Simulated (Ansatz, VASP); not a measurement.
**Two plane-wave programs on Lu3AlAs4**

File INCAR:

```
SYSTEM = Lu3AlAs4
ALGO = Normal ; EDIFF = 1E-7
ENCUT = 520 ; GGA = PE
ISIF = 2 ; ISMEAR = -1
LASPH = .True. ; LCHARG = .False.
LREAL = .False. ; LWAVE = .False.
NBANDS = 59 ; NELM = 60
PREC = Accurate ; SIGMA = 0.02
```

File KPOINTS:

```
k-points
0
Gamma
  4 4 4
  0 0 0
```

Contents of POSCAR:

```
Lu3AlAs4
1.0
    5.7554071327      0.0000000000      0.0000000000
    0.0000000000      5.7554071327      0.0000000000
    0.0000000000      0.0000000000      5.7554071327
Al As Lu
1 4 3
Direct
    0.0000000000      0.0000000000      0.0000000000
    0.5000000000      0.5000000000      0.5000000000
    0.0000000000      0.0000000000      0.5000000000
    0.0000000000      0.5000000000      0.0000000000
    0.5000000000      0.0000000000      0.0000000000
    0.5000000000      0.5000000000      0.0000000000
    0.5000000000      0.0000000000      0.5000000000
    0.0000000000      0.5000000000      0.5000000000
```

Input for Ansatz:

```yaml
crystal:
  lattice:
    - [5.7554071327, 0.0, 0.0]
    - [0.0, 5.7554071327, 0.0]
    - [0.0, 0.0, 5.7554071327]
  atoms:
    - { symbol: Al, position: [0.0, 0.0, 0.0] }
    - { symbol: As, position: [0.5, 0.5, 0.5] }
    - { symbol: Lu, position: [0.5, 0.5, 0.0] }
    - { symbol: As, position: [0.0, 0.0, 0.5] }
    - { symbol: Lu, position: [0.5, 0.0, 0.5] }
    - { symbol: As, position: [0.0, 0.5, 0.0] }
    - { symbol: Lu, position: [0.0, 0.5, 0.5] }
    - { symbol: As, position: [0.5, 0.0, 0.0] }
kpoints:
  mp_grid: { grid: [4, 4, 4] }
hamiltonian:
  xc: pbe
scf:
  occupations: { method: fermi_dirac, width: 0.02 }
  n_extra_bands: 6
output:
  forces: true
  stress: true
  eigenvalues: true
```

Alike in both runs: task single point; functional PBE; k mesh 4 × 4 × 4; occupations fermi-dirac, width 0.02 eV; no spin polarisation.

|  | VASP | Ansatz |
| --- | --- | --- |
| version | VASP 6.6.1 | Ansatz 0.2.0 |
| potentials or method | VASP PAW PBE potentials, release 64 (Al, As, Lu) | plane waves, PAW |
| plane-wave cutoff (eV) | 520 | 420 |
| valence electrons in the cell | 98 | 138 |

```csv
,VASP,Ansatz,Ansatz less VASP
pressure (GPa),-3.5,-3.8,-0.24
```

With one functional, cell and mesh, what is left measures potentials, basis and numerics. VASP's potentials hold 98 valence electrons a cell and Ansatz's 138, so a difference there can come from the potentials and not from the codes.

Spin-orbit coupling is off throughout.
